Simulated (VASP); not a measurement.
The system is TaAl3O.

```xyz
5
Lattice="2.2564 1.3027 4.3703 -2.2564 1.3027 4.3703 0.0000 -2.6055 4.3703" Properties=species:S:1:pos:R:3 pbc="T T T"
Ta    0.0000    0.0000    0.0000
Al    0.0000   -1.3027    2.1852
Al    1.1282    0.6514    2.1852
Al   -1.1282    0.6514    2.1852
O     0.0000    0.0000    6.5555
```

The cell was built from a structure type or drawn by symmetry, and may not be a known phase.

| Property | Result |
| --- | --- |
| Program | VASP 6.6.1 |
| Task | relaxation of cell and atoms |
| Functional | PBE |
| Potentials or basis | VASP PAW PBE potentials, release 64 (Ta_pv, Al, O) |
| Cutoff | 600 eV |
| k mesh | 6 × 6 × 6 |
| Occupations | gaussian, width 0.1 eV |
| Spin | no spin polarisation |

At the start: pressure 32.7 GPa; volume 15.42 Å³/atom.

Problem. Where does the relaxation end?

Solution. Over 8 steps the energy falls by 415.6 meV/atom and the volume is 20.51 Å³/atom (+33.0 %); space group R-3m (No. 166, to 0.1 Å) before and after.

Step by step:
```
step  energy change (eV)  largest force (eV/Å)  pressure (GPa)  volume (Å³)
   1              0.0000                0.0000           32.73        77.08
   2             -1.5928                0.0000           -7.82       117.78
   3             -2.0160                0.0000           -0.07       101.40
   4             -2.0161                0.0000           -0.42       101.93
   5             -2.0688                0.0000            0.04       101.83
   6             -2.0771                0.0000            0.38       101.74
   7             -2.0771                0.0000            0.41       101.73
   8             -2.0779                0.0000           -0.11       102.53
```

Final structure:
```
CELL_PARAMETERS angstrom
2.54593 1.46989 4.56644
-2.54593 1.46989 4.56644
0.00000 -2.93979 4.56644
ATOMIC_POSITIONS crystal
Ta 0.00000 0.00000 0.00000
Al 0.00000 0.00000 0.50000
Al 0.50000 0.00000 0.00000
Al 0.00000 0.50000 0.00000
O 0.50000 0.50000 0.50000
```

Caveat: the volume moved by over 15 % at a fixed basis, so the end points are rough.
